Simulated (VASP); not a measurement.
# GaP (rocksalt type) (Fm-3m) in VASP: notebook, part 2 of 2

VASP 6.6.1. The steps go on from the part before.

### 3 Single point, PBE (volume scaled by 0.975)

File INCAR:

```
PREC = Accurate
ENCUT = 520
EDIFF = 1E-7
ISMEAR = -1
SIGMA = 0.05
LREAL = F
LASPH = T
NELM = 100
ALGO = Normal
ISIF = 2
LWAVE = F
LCHARG = F
GGA = PE
NBANDS = 16
```

File KPOINTS:

```
Automatic mesh
0
Gamma
  12 12 12
```

File POSCAR:

```
GaP
1.0
    0.0000000000      2.5587820142      2.5587820142
    2.5587820142      0.0000000000      2.5587820142
    2.5587820142      2.5587820142      0.0000000000
Ga P
1 1
Direct
    0.0000000000      0.0000000000      0.0000000000
    0.5000000000      0.5000000000      0.5000000000
```

Potentials or basis: VASP PAW PBE potentials, release 64 (Ga_d, P).

On the command line:

```
cat potpaw_PBE.64/Ga_d/POTCAR potpaw_PBE.64/P/POTCAR > POTCAR
mpirun -np 1 vasp_std > vasp.out
```

OUTCAR:

```text
PREC = Accurate
   ENCUT = 520
   EDIFF = 1E-7
   ISMEAR = -1
   LREAL = F
   LASPH = T
   NELM = 100
   ISIF = 2
   GGA = PE

 ion  position               nearest neighbor table
   1  0.000  0.000  0.000-   2 2.56   2 2.56   2 2.56   2 2.56   2 2.56   2 2.56
   2  0.500  0.500  0.500-   1 2.56   1 2.56   1 2.56   1 2.56   1 2.56   1 2.56

  LATTYP: Found a face centered cubic cell.
 ALAT       =     5.1175640284

  Lattice vectors:

 A1 = (   0.0000000000,   2.5587820142,   2.5587820142)
 A2 = (   2.5587820142,   0.0000000000,   2.5587820142)
 A3 = (   2.5587820142,   2.5587820142,   0.0000000000)

Analysis of symmetry for initial positions (statically):
=====================================================================
 Subroutine PRICEL returns:
 Original cell was already a primitive cell.

 Routine SETGRP: Setting up the symmetry group for a
 face centered cubic supercell.

 Subroutine GETGRP returns: Found 48 space group operations
 (whereof 48 operations were pure point group operations)
 out of a pool of 48 trial point group operations.

The static configuration has the point symmetry O_h .

Analysis of symmetry for dynamics (positions and initial velocities):
=====================================================================
 Subroutine PRICEL returns:
 Original cell was already a primitive cell.

 Routine SETGRP: Setting up the symmetry group for a
 face centered cubic supercell.

 Subroutine GETGRP returns: Found 48 space group operations
 (whereof 48 operations were pure point group operations)
 out of a pool of 48 trial point group operations.

The dynamic configuration has the point symmetry O_h .

 Subroutine INISYM returns: Found 48 space group operations
 (whereof 48 operations are pure point group operations),
 and found     1 'primitive' translations

----------------------------------------------------------------------------------------

                                     Primitive cell

  volume of cell :      33.5066

  direct lattice vectors                    reciprocal lattice vectors
     0.000000000  2.558782014  2.558782014    -0.195405469  0.195405469  0.195405469
     2.558782014  0.000000000  2.558782014     0.195405469 -0.195405469  0.195405469
     2.558782014  2.558782014  0.000000000     0.195405469  0.195405469 -0.195405469

  length of vectors
     3.618664228  3.618664228  3.618664228     0.338452201  0.338452201  0.338452201

  position of ions in fractional coordinates (direct lattice)
     0.000000000  0.000000000  0.000000000
     0.500000000  0.500000000  0.500000000

  ion indices of the primitive-cell ions
   primitive index   ion index
                 1           1
                 2           2

----------------------------------------------------------------------------------------

 KPOINTS: Automatic mesh

Automatic generation of k-mesh.
 Grid dimensions read from file:
 generate k-points for:   12   12   12

 Generating k-lattice:

  Cartesian coordinates                     Fractional coordinates (reciprocal lattice)
    -0.016283789  0.016283789  0.016283789     0.083333333  0.000000000  0.000000000
     0.016283789 -0.016283789  0.016283789     0.000000000  0.083333333  0.000000000
     0.016283789  0.016283789 -0.016283789     0.000000000  0.000000000  0.083333333

  Length of vectors
     0.028204350  0.028204350  0.028204350

  Shift w.r.t. Gamma in fractional coordinates (k-lattice)
     0.000000000  0.000000000  0.000000000

 Subroutine IBZKPT returns following result:
 ===========================================

 Found     72 irreducible k-points:

 Following reciprocal coordinates:
            Coordinates               Weight
  0.000000  0.000000  0.000000      1.000000
  0.083333  0.000000  0.000000      8.000000
  0.166667  0.000000  0.000000      8.000000
  0.250000  0.000000  0.000000      8.000000
  0.333333  0.000000  0.000000      8.000000
  0.416667  0.000000  0.000000      8.000000
[... 16 lines left out ...]
  0.500000  0.166667  0.000000     24.000000
 -0.416667  0.166667  0.000000     24.000000
 [... further k-points ...]
   k-points           NKPTS =     72   k-points in BZ     NKDIM =     72   number of bands    NBANDS=     16
   number of dos      NEDOS =    301   number of ions     NIONS =      2
   total plane-waves  NPLWV =  21952
   dimension x,y,z NGX =    28 NGY =   28 NGZ =   28
   dimension x,y,z NGXF=    56 NGYF=   56 NGZF=   56
   ions per type =               1   1
   NGX,Y,Z   is equivalent  to a cutoff of  12.86, 12.86, 12.86 a.u.
   NGXF,Y,Z  is equivalent  to a cutoff of  25.73, 25.73, 25.73 a.u.
 SYSTEM =  unknown system
   PREC   = accura    normal or accurate (medium, high low for compatibility)
   ISTART =      0    job   : 0-new  1-cont  2-samecut
   ICHARG =      2    charge: 1-file 2-atom 10-const
   ISPIN  =      1    spin polarized calculation?
   LNONCOLLINEAR =      F non collinear calculations
   LSORBIT =      F    spin-orbit coupling
   LASPH  =      T    aspherical Exc in radial PAW
   ENCUT  =  520.0 eV  38.22 Ry    6.18 a.u.   6.73  6.73  6.73*2*pi/ulx,y,z
   NELM   =    100;   NELMIN=  2; NELMDL= -5     # of ELM steps
   EDIFF  = 0.1E-06   stopping-criterion for ELM
   LREAL  =      F    real-space projection
   EDIFFG = 0.1E-05   stopping-criterion for IOM
   NSW    =      0    number of steps for IOM
   IBRION =     -1    ionic relax: 0-MD 1-quasi-New 2-CG
   NFREE  =      0    steps in history (QN), initial steepest desc. (CG)
   ISIF   =      2    stress and relaxation
   ISYM   =      2    0-nonsym 1-usesym 2-fastsym
   POTIM  = 0.5000    time-step for ionic-motion
   TEBEG  =    0.0;   TEEND  =   0.0 temperature during run
   PSTRESS=    0.0 pullay stress
   NELECT =      18.0000    total number of electrons
   NUPDOWN=      -1.0000    fix difference up-down
   EMIN   =  10.00;   EMAX   =-10.00  energy-range for DOS
[... 5 lines left out ...]
     AMIX     =   0.40;   BMIX     =  1.00
     AMIX_MAG =   1.60;   BMIX_MAG =  1.00
  volume/ion in A,a.u.               =      16.75       113.06
  Fermi-wavevector in a.u.,A,eV,Ry     =   1.330829  2.514903 24.097371  1.771107
  Thomas-Fermi vector in A             =   2.459887
   LORBIT       =      0    0 simple, 1 ext, 2 COOP (PROOUT), +10 PAW based schemes
   GGA     = PE    functional components
   LHFCALC =     F    Hartree Fock is set to
   AEXX    =    0.0000 exact exchange contribution
   IVDW    =     0    specifies the selected vdW correction
   LEPSILON=     F    determine dielectric tensor
   LRPA    =     F    only Hartree local field effects (RPA)
 non-spin polarized calculation
  energy-cutoff  :      520.00
  volume of cell :       33.51
 maximum number of plane-waves:       934
   NGX = 13   NGY = 13   NGZ = 13

 number of electron      17.9999996 magnetization

 Free energy of the ion-electron system (eV)
  ---------------------------------------------------
  ext. energy  EPLUGINS =         0.00000000
  ---------------------------------------------------
  free energy    TOTEN  =        -8.30623380 eV

  energy without entropy =       -8.29537888  energy(sigma->0) =       -8.30080634

 E-fermi :   6.6482     XC(G=0): -11.0824

 val. band max:        6.6308391616   @ k =   0.2500   0.1667   0.0833
 cond. band min:       6.6516485381   @ k =   0.1667   0.0000   0.0000
 fundamental gap:      0.0208093765
 Fermi energy:         6.6482442301

 k-point     1 :       0.0000    0.0000    0.0000
  band No.  band energies     occupation
      1      -7.9889      2.00000
      2      -7.9889      2.00000
      3      -7.9631      2.00000
      4      -7.9631      2.00000
      5      -7.9631      2.00000
      6      -6.7064      2.00000
[... 8 lines left out ...]
     15      15.4809      0.00000
     16      15.4809      0.00000

 k-point     2 :       0.0833    0.0000    0.0000
  band No.  band energies     occupation
      1      -7.9909      2.00000
      2      -7.9909      2.00000
      3      -7.9635      2.00000
      4      -7.9604      2.00000
      5      -7.9604      2.00000
      6      -6.5999      2.00000
[... 8 lines left out ...]
     15      14.5322      0.00000
     16      15.4162      0.00000
[... 387 lines left out ...]
      5      -7.9085      2.00000
      6      -3.7084      2.00000
[... 8 lines left out ...]
     15      19.7196      0.00000
     16      20.7947      0.00000

 k-point    24 :      -0.4167    0.1667    0.0000
  band No.  band energies     occupation
      1      -8.0662      2.00000
      2      -8.0175      2.00000
      3      -7.9656      2.00000
      4      -7.9267      2.00000
      5      -7.9119      2.00000
      6      -3.5620      2.00000
[... 8 lines left out ...]
     15      18.3749      0.00000
     16      19.4358      0.00000

 [... further k-points ...]
[... 5 lines left out ...]
  --------------------------------------------------------------------------------------
  -------------------------------------------------------------------------------------
  Total        0.5050077      0.5050077      0.5050077     -0.0000000     -0.0000000     -0.0000000
  in kB       24.1478658     24.1478658     24.1478658     -0.0000000     -0.0000000     -0.0000000
  external PRESSURE =      24.1478658 kB  Pullay stress =       0.0000000 kB

 VOLUME and BASIS-vectors are now :
 -----------------------------------------------------------------------------
  energy-cutoff  :      520.00
  volume of cell :       33.51
      direct lattice vectors                 reciprocal lattice vectors
     0.000000000  2.558782014  2.558782014    -0.195405469  0.195405469  0.195405469
     2.558782014  0.000000000  2.558782014     0.195405469 -0.195405469  0.195405469
     2.558782014  2.558782014  0.000000000     0.195405469  0.195405469 -0.195405469

 POSITION                                       TOTAL-FORCE (eV/Angst)
 -----------------------------------------------------------------------------------
      0.00000      0.00000      0.00000         0.000000      0.000000      0.000000
      2.55878      2.55878      2.55878        -0.000000     -0.000000     -0.000000
 -----------------------------------------------------------------------------------
    total drift:                               -0.000000      0.000000      0.000000

  FREE ENERGIE OF THE ION-ELECTRON SYSTEM (eV)
  ---------------------------------------------------
  free  energy   TOTEN  =        -8.3062338034 eV

  energy  without entropy=       -8.2953788790  energy(sigma->0) =       -8.30080634
```

Wall time 19 s (1 thread of Intel Xeon 6975P-C (Granite Rapids), shared host); peak memory 0.17 GiB.

Results:

```yaml
Free_energy: -8.3062 eV
Pressure: 2.4 GPa
Band_gap_on_the_k_mesh: zero (band 9 reaches 7.24 eV, above the bottom of band 10 at 3.95 eV)
```

Levels at points of the mesh, in eV from the Fermi level:
```tsv
k point	band 5	band 6	band 7	band 8	band 9	band 10	band 11	band 12	band 13	band 14
(0.00, 0.00, 0.00)	-14.61	-13.35	0.03	0.03	0.03	1.72	7.12	7.12	7.12	8.83
(0.50, 0.00, 0.00)	-14.56	-10.51	-7.90	0.21	0.21	3.07	3.07	3.22	5.39	12.79
(0.50, 0.50, 0.00)	-14.54	-9.37	-5.95	-3.07	-2.70	-2.70	3.38	11.17	11.17	12.64
```

### 4 Single point, PBE (volume scaled by 1.025)

File INCAR:

```
PREC = Accurate ; ENCUT = 520
EDIFF = 1E-6 ; ISMEAR = -1
SIGMA = 0.05 ; LREAL = F
LASPH = T ; NELM = 60
ALGO = Normal ; ISIF = 2
LWAVE = F ; LCHARG = F
GGA = PE ; NBANDS = 16
```

File KPOINTS:

```
regular mesh
0
Gamma
  12 12 12
```

File POSCAR:

```
GaP
1.0
    0.0000000000      2.6017947875      2.6017947875
    2.6017947875      0.0000000000      2.6017947875
    2.6017947875      2.6017947875      0.0000000000
Ga P
1 1
Direct
    0.0000000000      0.0000000000      0.0000000000
    0.5000000000      0.5000000000      0.5000000000
```

On the command line:

```
cat potpaw_PBE.64/Ga_d/POTCAR potpaw_PBE.64/P/POTCAR > POTCAR
mpirun -np 1 vasp_std > vasp.out
```

Wall time 16 s (1 thread of Intel Xeon 6975P-C (Granite Rapids), shared host); peak memory 0.18 GiB.

It converged, with:

```
Free energy            : -8.3078 eV
Pressure               : -2.0 GPa
Band gap on the k mesh : zero (band 9 reaches 6.63 eV, above the bottom of band 10 at 3.55 eV)
```

Levels at points of the mesh, in eV from the Fermi level:
```
           k point  band 7  band 8  band 9  band 10  band 11  band 12
(0.00, 0.00, 0.00)    0.04    0.04    0.04     1.21     7.14     7.14
(0.50, 0.00, 0.00)   -7.60    0.20    0.20     3.10     3.10     3.14
(0.50, 0.50, 0.00)   -5.60   -3.12   -2.53    -2.53     3.53    10.68
```

### 5 Summary

| cell | gap on the mesh (eV) | pressure (GPa) |
| --- | --- | --- |
| a = 3.587 Å, angles 60.0°, 2 atoms | none | 5.1 |
| a = 3.619 Å, angles 60.0°, 2 atoms | none | 2.4 |
| a = 3.679 Å, angles 60.0°, 2 atoms | none | -2.0 |

Alike in all rows: task single point; level PBE; potentials or basis VASP PAW PBE potentials, release 64 (Ga_d, P); no spin polarisation; k mesh 12 × 12 × 12; cutoff (eV) 520; smearing fermi-dirac 0.05 eV.

Total energies depend on the potentials used, so only differences within one code and one set of settings carry meaning.
